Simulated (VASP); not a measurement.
Si:

```
Si
1.0
     0.00000    2.61323    2.61323
     2.61323    0.00000    2.61323
     2.61323    2.61323    0.00000
Si
2
Direct
  0.00000 0.00000 0.00000
  0.25000 0.25000 0.25000
```

This cell differs from its parent crystal: strain -4.0%.

Base run:

```yaml
Program: VASP 6.6.1
Functional: HSE06
Potentials_or_basis: VASP PAW PBE potentials, release 64 (Si)
Cutoff: 520 eV
k_mesh: 6 × 6 × 6
Occupations: gaussian, width 0.01 eV
Spin: no spin polarisation
```

Its results: band gap on the k mesh 1.04 eV, indirect (least direct gap 3.38 eV); pressure 14.7 GPa.

Task: The run is repeated on the same cell with these changes: functional from HSE06 to PBE; cutoff from 520 eV to 500 eV; k mesh from 6 × 6 × 6 to 4 × 4 × 4. What comes out?

Result: Band gap on the k mesh 0.43 eV, indirect (least direct gap 2.58 eV); pressure 17.2 GPa.

Several settings changed at once, so the effect can't be laid on one alone.

Caveats: some runs use coarse meshes; the PAW data sets were made with another functional, which shifts forces and pressure a little (some runs).

A k mesh can miss the band edges.
